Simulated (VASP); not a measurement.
Wanted: the native input for a VASP 6.6.1 run.

```yaml
Task: single point
Functional: PBE
Potentials_or_basis: VASP PAW PBE potentials, release 64 (In_d, Ga_d, As)
Cutoff: 500 eV
k_mesh: 6 × 6 × 6
Occupations: gaussian, width 0.2 eV
Spin: no spin polarisation
Dipole_correction: no
Further_INCAR_settings: ALGO = Normal; EDIFF = 1e-06; NBANDS = 56
```

The structure of In2Ga3As5 lies in POSCAR:

```
In2Ga3As5
1.0
    0.0000000000     -4.1783636000      0.0000000000
    4.1783636000      0.0000000000      0.0000000000
   -2.0891818000      2.0891818000     14.8840365000
In Ga As
2 3 5
Direct
    0.3514570000      0.8514570000      0.7029140000
    0.1485430000      0.6485430000      0.2970860000
    0.7500000000      0.2500000000      0.5000000000
    0.5471740000      0.0471740000      0.0943480000
    0.9528260000      0.4528260000      0.9056520000
    0.9060920000      0.9060920000      0.8121840000
    0.2967960000      0.2967960000      0.5935920000
    0.7032040000      0.7032040000      0.4064080000
    0.0939080000      0.0939080000      0.1878160000
    0.5000000000      0.5000000000      0.0000000000
```

One way to write it, as run:

INCAR

```
PREC = Accurate
ENCUT = 500
EDIFF = 1E-6
ISMEAR = 0
SIGMA = 0.2
LREAL = F
LASPH = T
NELM = 120
ALGO = Normal
ISIF = 2
LWAVE = F
LCHARG = T
GGA = PE
LELF = T
LVHAR = T
NBANDS = 56
GGA_COMPAT = F
```

KPOINTS

```
Automatic mesh
0
Gamma
  6 6 6
```

Potentials or basis: VASP PAW PBE potentials, release 64 (In_d, Ga_d, As).

Run with:

```sh
$ cat potpaw_PBE.64/In_d/POTCAR potpaw_PBE.64/Ga_d/POTCAR potpaw_PBE.64/As/POTCAR > POTCAR
$ mpirun -np 1 vasp_std > vasp.out
```

Results of the run:

* Pressure: 0.1 GPa
* Largest force: 0.008 eV/Å
* Band gap on the k mesh: zero (filled and empty bands touch)

Caveat: semilocal functionals underestimate gaps, and a narrow one can read as zero; spin-orbit coupling is left out, which moves the levels of the heavy elements.

It took 4.5 min on 1 thread of AMD EPYC 9R45 96-Core Processor (Zen 5), with other jobs on the host, peak memory 0.5 GiB.
